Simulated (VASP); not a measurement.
# MgO (Fm-3m) in VASP: further runs

Runs on MgO. Level: PBEsol. Tasks: single point.

Everything below comes from runs of VASP 6.6.1. Logs are shortened: lines on timing, memory, paths and dates and some standing lists are left out, and cuts for length are marked.

**Measured values to compare with.**

“Electronic structure of alkaline earth and post-transition metal oxides”, 2009, arxiv:0908.1581 quotes, for a bulk crystal of MgO: band gap 7.83 eV.

The runs below are set against these values where they give the same quantity.

### 1 The cell of the first run

Symmetry: Fm-3m, No. 225, cubic system. Conventional cell: a = 4.084 Å, b = 4.084 Å, c = 4.084 Å, α = 90.00°, β = 90.00°, γ = 90.00°. Within 2.7 Å of Mg (site symmetry m-3m) lie 6 O at 2.04 Å. Within 2.7 Å of O (site symmetry m-3m) lie 6 Mg at 2.04 Å.

### 2 Single point, PBEsol (volume scaled by 0.91)

Contents of INCAR:

```
SYSTEM = MgO
  PREC = Accurate
  ENCUT = 520
  EDIFF = 1E-6
  ISMEAR = 0
  SIGMA = 0.02
  LREAL = .FALSE.
  LASPH = .TRUE.
  NELM = 80
  ALGO = Normal
  ISIF = 2
  LWAVE = .FALSE.
  LCHARG = .FALSE.
  GGA = PS
  NBANDS = 11
```

Contents of KPOINTS:

```
regular mesh
0
G
  10 10 10
  0 0 0
```

Contents of POSCAR:

```
MgO
1.0
    0.0000000000      2.0419182541      2.0419182541
    2.0419182541      0.0000000000      2.0419182541
    2.0419182541      2.0419182541      0.0000000000
Mg O
1 1
Direct
    0.0000000000      0.0000000000      0.0000000000
    0.5000000000      0.5000000000      0.5000000000
```

Potentials or basis: VASP PAW PBE potentials, release 64 (Mg, O).

Run with:

```bash
$ cat potpaw_PBE.64/Mg/POTCAR potpaw_PBE.64/O/POTCAR > POTCAR
$ mpirun -np 1 vasp_std > vasp.out
```

OUTCAR:

```text
SYSTEM = MgO
   PREC = Accurate
   ENCUT = 520
   EDIFF = 1E-6
   ISMEAR = 0
   LREAL = .FALSE.
   LASPH = .TRUE.
   NELM = 80
   ISIF = 2
   GGA = PS

 ion  position               nearest neighbor table
   1  0.000  0.000  0.000-   2 2.04   2 2.04   2 2.04   2 2.04   2 2.04   2 2.04
   2  0.500  0.500  0.500-   1 2.04   1 2.04   1 2.04   1 2.04   1 2.04   1 2.04

  LATTYP: Found a face centered cubic cell.
 ALAT       =     4.0838365082

  Lattice vectors:

 A1 = (   0.0000000000,   2.0419182541,   2.0419182541)
 A2 = (   2.0419182541,   0.0000000000,   2.0419182541)
 A3 = (   2.0419182541,   2.0419182541,   0.0000000000)

Analysis of symmetry for initial positions (statically):
=====================================================================
 Subroutine PRICEL returns:
 Original cell was already a primitive cell.

 Routine SETGRP: Setting up the symmetry group for a
 face centered cubic supercell.

 Subroutine GETGRP returns: Found 48 space group operations
 (whereof 48 operations were pure point group operations)
 out of a pool of 48 trial point group operations.

The static configuration has the point symmetry O_h .

Analysis of symmetry for dynamics (positions and initial velocities):
=====================================================================
 Subroutine PRICEL returns:
 Original cell was already a primitive cell.

 Routine SETGRP: Setting up the symmetry group for a
 face centered cubic supercell.

 Subroutine GETGRP returns: Found 48 space group operations
 (whereof 48 operations were pure point group operations)
 out of a pool of 48 trial point group operations.

The dynamic configuration has the point symmetry O_h .

 Subroutine INISYM returns: Found 48 space group operations
 (whereof 48 operations are pure point group operations),
 and found     1 'primitive' translations

----------------------------------------------------------------------------------------

                                     Primitive cell

  volume of cell :      17.0273

  direct lattice vectors                    reciprocal lattice vectors
     0.000000000  2.041918254  2.041918254    -0.244867785  0.244867785  0.244867785
     2.041918254  0.000000000  2.041918254     0.244867785 -0.244867785  0.244867785
     2.041918254  2.041918254  0.000000000     0.244867785  0.244867785 -0.244867785

  length of vectors
     2.887708488  2.887708488  2.887708488     0.424123445  0.424123445  0.424123445

  position of ions in fractional coordinates (direct lattice)
     0.000000000  0.000000000  0.000000000
     0.500000000  0.500000000  0.500000000

  ion indices of the primitive-cell ions
   primitive index   ion index
                 1           1
                 2           2

----------------------------------------------------------------------------------------

 KPOINTS: regular mesh

Automatic generation of k-mesh.
 Grid dimensions read from file:
 generate k-points for:   10   10   10

 Generating k-lattice:

  Cartesian coordinates                     Fractional coordinates (reciprocal lattice)
    -0.024486778  0.024486778  0.024486778     0.100000000  0.000000000  0.000000000
     0.024486778 -0.024486778  0.024486778     0.000000000  0.100000000  0.000000000
     0.024486778  0.024486778 -0.024486778     0.000000000  0.000000000  0.100000000

  Length of vectors
     0.042412344  0.042412344  0.042412344

  Shift w.r.t. Gamma in fractional coordinates (k-lattice)
     0.000000000  0.000000000  0.000000000

 Subroutine IBZKPT returns following result:
 ===========================================

 Found     47 irreducible k-points:

 Following reciprocal coordinates:
            Coordinates               Weight
  0.000000  0.000000  0.000000      1.000000
  0.100000  0.000000  0.000000      8.000000
  0.200000  0.000000  0.000000      8.000000
  0.300000  0.000000  0.000000      8.000000
  0.400000  0.000000  0.000000      8.000000
  0.500000  0.000000  0.000000      4.000000
[... 16 lines left out ...]
  0.300000  0.300000  0.000000      6.000000
  0.400000  0.300000  0.000000     24.000000
 [... further k-points ...]
   k-points           NKPTS =     47   k-points in BZ     NKDIM =     47   number of bands    NBANDS=     11
   number of dos      NEDOS =    301   number of ions     NIONS =      2
   total plane-waves  NPLWV =  13824
   dimension x,y,z NGX =    24 NGY =   24 NGZ =   24
   dimension x,y,z NGXF=    48 NGYF=   48 NGZF=   48
   ions per type =               1   1
   NGX,Y,Z   is equivalent  to a cutoff of  13.82, 13.82, 13.82 a.u.
   NGXF,Y,Z  is equivalent  to a cutoff of  27.63, 27.63, 27.63 a.u.
 SYSTEM =  MgO
   PREC   = accura    normal or accurate (medium, high low for compatibility)
   ISTART =      0    job   : 0-new  1-cont  2-samecut
   ICHARG =      2    charge: 1-file 2-atom 10-const
   ISPIN  =      1    spin polarized calculation?
   LNONCOLLINEAR =      F non collinear calculations
   LSORBIT =      F    spin-orbit coupling
   LASPH  =      T    aspherical Exc in radial PAW
   ENCUT  =  520.0 eV  38.22 Ry    6.18 a.u.   5.37  5.37  5.37*2*pi/ulx,y,z
   NELM   =     80;   NELMIN=  2; NELMDL= -5     # of ELM steps
   EDIFF  = 0.1E-05   stopping-criterion for ELM
   LREAL  =      F    real-space projection
   EDIFFG = 0.1E-04   stopping-criterion for IOM
   NSW    =      0    number of steps for IOM
   IBRION =     -1    ionic relax: 0-MD 1-quasi-New 2-CG
   NFREE  =      0    steps in history (QN), initial steepest desc. (CG)
   ISIF   =      2    stress and relaxation
   ISYM   =      2    0-nonsym 1-usesym 2-fastsym
   POTIM  = 0.5000    time-step for ionic-motion
   TEBEG  =    0.0;   TEEND  =   0.0 temperature during run
   PSTRESS=    0.0 pullay stress
   NELECT =       8.0000    total number of electrons
   NUPDOWN=      -1.0000    fix difference up-down
   EMIN   =  10.00;   EMAX   =-10.00  energy-range for DOS
   EFERMI =   0.00;   METHOD = LEGACY
   ISMEAR =     0;   SIGMA  =   0.02  broadening in eV -4-tet -1-fermi 0-gaus
   EFERMI_NEDOS =   21; number of points for ismear=-14 and -15
   IALGO  =     38    algorithm
   IMIX   =      4    mixing-type and parameters
     AMIX     =   0.40;   BMIX     =  1.00
     AMIX_MAG =   1.60;   BMIX_MAG =  1.00
  volume/ion in A,a.u.               =       8.51        57.45
  Fermi-wavevector in a.u.,A,eV,Ry     =   1.272691  2.405038 22.037950  1.619744
  Thomas-Fermi vector in A             =   2.405556
   LORBIT       =      0    0 simple, 1 ext, 2 COOP (PROOUT), +10 PAW based schemes
   GGA     = PS    functional components
   LHFCALC =     F    Hartree Fock is set to
   AEXX    =    0.0000 exact exchange contribution
   IVDW    =     0    specifies the selected vdW correction
   LEPSILON=     F    determine dielectric tensor
   LRPA    =     F    only Hartree local field effects (RPA)
 non-spin polarized calculation
 Gauss-broadening in eV      SIGMA  =   0.02
  energy-cutoff  :      520.00
  volume of cell :       17.03
 maximum number of plane-waves:       471
 NGX is ok and might be reduce to    24
   NGX = 11   NGY = 11   NGZ = 11

 number of electron       7.9999997 magnetization

 Free energy of the ion-electron system (eV)
  ---------------------------------------------------
  ext. energy  EPLUGINS =         0.00000000
  ---------------------------------------------------
  free energy    TOTEN  =       -12.42715946 eV

  energy without entropy =      -12.42715946  energy(sigma->0) =      -12.42715946

 E-fermi :   3.9307     XC(G=0): -11.7673

 val. band max:        3.8004385728   @ k =   0.0000   0.0000   0.0000
 cond. band min:       9.3852379173   @ k =   0.0000   0.0000   0.0000
 fundamental gap:      5.5847993446
 Fermi energy:         3.9306806165

 k-point     1 :       0.0000    0.0000    0.0000
  band No.  band energies     occupation
      1     -13.9142      2.00000
      2       3.8004      2.00000
      3       3.8004      2.00000
      4       3.8004      2.00000
      5       9.3852      0.00000
      6      19.9420      0.00000
      7      19.9420      0.00000
      8      19.9420      0.00000
      9      24.0367      0.00000
     10      26.0345      0.00000
     11      26.0345      0.00000

 k-point     2 :       0.1000    0.0000    0.0000
  band No.  band energies     occupation
      1     -13.7887      2.00000
      2       3.1179      2.00000
      3       3.7195      2.00000
      4       3.7195      2.00000
      5      10.0073      0.00000
      6      18.6534      0.00000
      7      20.2194      0.00000
      8      20.2194      0.00000
      9      25.4343      0.00000
     10      25.4343      0.00000
     11      25.8851      0.00000

 k-point     3 :       0.2000    0.0000    0.0000
  band No.  band energies     occupation
      1     -13.4403      2.00000
      2       1.6839      2.00000
      3       3.5152      2.00000
      4       3.5152      2.00000
      5      11.1797      0.00000
      6      17.1792      0.00000
      7      20.8294      0.00000
      8      20.8294      0.00000
      9      24.7854      0.00000
     10      24.7854      0.00000
     11      27.4191      0.00000
[... 267 lines left out ...]
 k-point    23 :       0.3000    0.3000    0.0000
  band No.  band energies     occupation
      1     -12.7246      2.00000
      2       0.3476      2.00000
      3       2.7497      2.00000
      4       2.7497      2.00000
      5      13.5823      0.00000
      6      14.2022      0.00000
      7      19.1534      0.00000
      8      22.7379      0.00000
      9      22.7379      0.00000
     10      28.8727      0.00000
     11      33.0563      0.00000

 k-point    24 :       0.4000    0.3000    0.0000
  band No.  band energies     occupation
      1     -12.4216      2.00000
      2      -0.1431      2.00000
      3       2.3355      2.00000
      4       2.5844      2.00000
      5      13.8089      0.00000
      6      14.4853      0.00000
      7      18.2910      0.00000
      8      23.0853      0.00000
      9      23.3089      0.00000
     10      29.7152      0.00000
     11      32.6140      0.00000

 [... further k-points ...]

------------------------ aborting loop because EDIFF is reached ----------------------------------------

  FORCE on cell =-STRESS in cart. coord.  units (eV):
  Direction    XX          YY          ZZ          XY          YZ          ZX
  --------------------------------------------------------------------------------------
  -------------------------------------------------------------------------------------
  Total        1.8829820      1.8829820      1.8829820      0.0000000      0.0000000      0.0000000
  in kB      177.1787790    177.1787790    177.1787790      0.0000000      0.0000000      0.0000000
  external PRESSURE =     177.1787790 kB  Pullay stress =       0.0000000 kB

 VOLUME and BASIS-vectors are now :
 -----------------------------------------------------------------------------
  energy-cutoff  :      520.00
  volume of cell :       17.03
      direct lattice vectors                 reciprocal lattice vectors
     0.000000000  2.041918254  2.041918254    -0.244867785  0.244867785  0.244867785
     2.041918254  0.000000000  2.041918254     0.244867785 -0.244867785  0.244867785
     2.041918254  2.041918254  0.000000000     0.244867785  0.244867785 -0.244867785

 POSITION                                       TOTAL-FORCE (eV/Angst)
 -----------------------------------------------------------------------------------
      0.00000      0.00000      0.00000         0.000000      0.000000      0.000000
      2.04192      2.04192      2.04192         0.000000      0.000000      0.000000
 -----------------------------------------------------------------------------------
    total drift:                               -0.000000     -0.000000      0.000000

  FREE ENERGIE OF THE ION-ELECTRON SYSTEM (eV)
  ---------------------------------------------------
  free  energy   TOTEN  =       -12.4271594566 eV

  energy  without entropy=      -12.4271594566  energy(sigma->0) =      -12.42715946
```

It took 24 s on 1 thread of AMD EPYC 7R13, shared host; peak memory 0.11 GiB.

What came out:

- Free energy: -12.4272 eV
- Pressure: 17.7 GPa
- Band gap on the k mesh: 5.58 eV, direct

Levels at points of the mesh, in eV from the valence-band top:
```csv
k point,band 1,band 2,band 3,band 4,band 5,band 6,band 7,band 8,band 9
"(0.00, 0.00, 0.00)",-17.71,0.00,0.00,0.00,5.58,16.14,16.14,16.14,20.24
"(0.50, 0.00, 0.00)",-16.15,-5.11,-0.78,-0.78,8.34,13.57,17.14,17.14,22.21
"(0.50, 0.50, 0.00)",-15.85,-4.54,-1.50,-1.50,9.00,10.91,13.98,20.29,20.29
```

Caveat: the cell differs from its parent crystal (volume scaled by 0.91); the PAW data sets were made with another functional, which shifts forces and pressure a little.

### 3 Single point, PBEsol

This run uses another cell than the first one, of 9.37 Å³/atom, 1.101 times its volume.

Contents of INCAR:

```
SYSTEM = MgO
PREC     = Accurate       ! precision mode
ENCUT    = 520            ! plane-wave cutoff, eV
EDIFF    = 1E-6           ! SCF threshold, eV
ISMEAR   = 0              ! smearing method
SIGMA    = 0.02           ! smearing width, eV
LREAL    = .FALSE.        ! projectors in reciprocal space
LASPH    = .TRUE.         ! aspherical terms in the spheres
NELM     = 80             ! most SCF steps
ALGO     = Normal         ! electronic algorithm
ISIF     = 2              ! what is computed and relaxed
LWAVE    = .FALSE.        ! write WAVECAR
LCHARG   = .FALSE.        ! write CHGCAR
GGA      = PS             ! functional
NBANDS   = 11             ! bands
```

Contents of KPOINTS:

```
Automatic mesh
0
G
  10 10 10
  0 0 0
```

Contents of POSCAR:

```
MgO
1.0
    0.0000000000      2.1085000000      2.1085000000
    2.1085000000      0.0000000000      2.1085000000
    2.1085000000      2.1085000000      0.0000000000
Mg O
1 1
Direct
    0.0000000000      0.0000000000      0.0000000000
    0.5000000000      0.5000000000      0.5000000000
```

Potentials or basis: VASP PAW PBE potentials, release 64 (Mg, O).

Run with:

```bash
$ cat potpaw_PBE.64/Mg/POTCAR potpaw_PBE.64/O/POTCAR > POTCAR
$ mpirun -np 1 vasp_std > vasp.out
```

Run time: 24 s. Hardware: 1 thread of AMD EPYC 7R13, shared host; peak memory 0.11 GiB.

The run converged. Its results:

```yaml
Free_energy: -12.5123 eV
Pressure: -0.8 GPa
Band_gap_on_the_k_mesh: 4.60 eV, direct
```

Levels at points of the mesh, in eV from the valence-band top:
```
           k point  band 2  band 3  band 4  band 5  band 6  band 7
(0.00, 0.00, 0.00)    0.00    0.00    0.00    4.60   15.61   15.61
(0.50, 0.00, 0.00)   -4.66   -0.66   -0.66    7.72   12.46   16.14
(0.50, 0.50, 0.00)   -4.13   -1.36   -1.36    8.92    9.84   12.94
```

Caveat: the PAW data sets were made with another functional, which shifts forces and pressure a little.

(Part 1 of 2 ends here.)
